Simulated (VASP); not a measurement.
Wanted: the native input for a VASP 6.6.1 run.

- Task: single point
- Functional: PBEsol
- Potentials or basis: VASP PAW PBE potentials, release 64 (Li_sv, Se)
- Cutoff: 750 eV
- k mesh: 8 × 8 × 8
- Occupations: gaussian, width 0.05 eV
- Spin: no spin polarisation
- Dipole correction: no
- Further INCAR settings: ALGO = Normal; EDIFF = 1e-06; NBANDS = 13

The structure of Li2Se lies in POSCAR:

```
Li2Se
1.0
    0.0000000000      2.9924227261      2.9924227261
    2.9924227261      0.0000000000      2.9924227261
    2.9924227261      2.9924227261      0.0000000000
Li Se
2 1
Direct
    0.2500000000      0.2500000000      0.2500000000
    0.7500000000      0.7500000000      0.7500000000
    0.0000000000      0.0000000000      0.0000000000
```

This cell differs from its parent crystal: volume scaled by 1.02.

One way to write it, as run:

INCAR

```
SYSTEM = Li2Se
PREC = Accurate
ENCUT = 750
EDIFF = 1E-6
ISMEAR = 0
SIGMA = 0.05
LREAL = .FALSE.
LASPH = .TRUE.
NELM = 120
ALGO = Normal
ISIF = 2
LWAVE = .FALSE.
LCHARG = .FALSE.
GGA = PS
NBANDS = 13
GGA_COMPAT = .FALSE.
```

KPOINTS

```
Automatic mesh
0
G
  8 8 8
  0 0 0
```

Potentials or basis: VASP PAW PBE potentials, release 64 (Li_sv, Se).

The run is started by

```bash
$ cat potpaw_PBE.64/Li_sv/POTCAR potpaw_PBE.64/Se/POTCAR > POTCAR
$ mpirun -np 1 vasp_std > vasp.out
```

It gave:

* Pressure: -0.7 GPa
* Band gap on the k mesh: 2.83 eV, indirect (least direct gap 3.28 eV)

Caveat: the PAW data sets were made with another functional, which shifts forces and pressure a little.

It took 82 s on 1 thread of AMD EPYC 7R43 64-Core Processor (Zen 3) (shared host), peak memory 0.21 GiB.
